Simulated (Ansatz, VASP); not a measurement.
Sn in VASP and in Ansatz

The input INCAR:

```
SYSTEM = Sn
  ALGO = Normal
  EDIFF = 1E-7
  ENCUT = 520
  GGA = PS
  ISIF = 2
  ISMEAR = 0
  LASPH = .TRUE.
  LCHARG = .FALSE.
  LREAL = .FALSE.
  LWAVE = .FALSE.
  NBANDS = 21
  NELM = 100
  PREC = Accurate
  SIGMA = 0.1
```

File KPOINTS:

```
k-points
0
G
  14 14 8
  0 0 0
```

Contents of POSCAR:

```
Sn
1.0
    3.0233220385     -1.7415155149      0.0000000000
    3.0233220385      1.7415155149      0.0000000000
   -2.1048214547      0.0000000000      6.0645647174
Sn
2
Direct
    0.0914915900      0.0914915900      0.2737078000
    0.9085084100      0.9085084100      0.7262922000
```

Input for Ansatz:

```yaml
crystal:
  lattice:
    - [3.0233220385, -1.7415155149, 0.0]
    - [3.0233220385, 1.7415155149, 0.0]
    - [-2.1048214547, 0.0, 6.0645647174]
  atoms:
    - { symbol: Sn, position: [0.09149159, 0.09149159, 0.2737078] }
    - { symbol: Sn, position: [0.90850841, 0.90850841, 0.7262922] }
basis:
  ecutwfc: 420
kpoints:
  mp_grid: { grid: [14, 14, 8] }
hamiltonian:
  xc: pbesol
scf:
  occupations: { method: gaussian, width: 0.1 }
output:
  forces: true
  stress: true
  eigenvalues: true
```

Alike in both runs: task single point; functional PBEsol; k mesh 14 × 14 × 8; occupations gaussian, width 0.1 eV; no spin polarisation.

|  | VASP | Ansatz |
| --- | --- | --- |
| version | VASP 6.6.1 | Ansatz 0.2.0 |
| potentials or method | VASP PAW PBE potentials, release 64 (Sn_d), cutoff 520 eV | scalar-relativistic, plane waves, PAW |
| valence electrons in the cell | 28 | 28 |

|  | VASP | Ansatz | Ansatz less VASP |
| --- | --- | --- | --- |
| gap on the k mesh at the Fermi level (eV) | none | none | - |
| pressure (GPa) | -5.8 | -5.8 | +0.08 |
| traceless stress, the component that is largest in VASP (GPa) | 0.68 | 0.69 | +0.005 |
| rms of the force components (eV/Å) | 0.062 | 0.063 | +0.0008 |

VASP's potentials were made for PBE, not for PBEsol. Atom by atom the forces differ by 0.001 eV/Å (rms over components). A gap of «none» marks a metal or a gap that the smearing closes. The functional is the same, so the differences come from potentials, cutoffs and numerics.
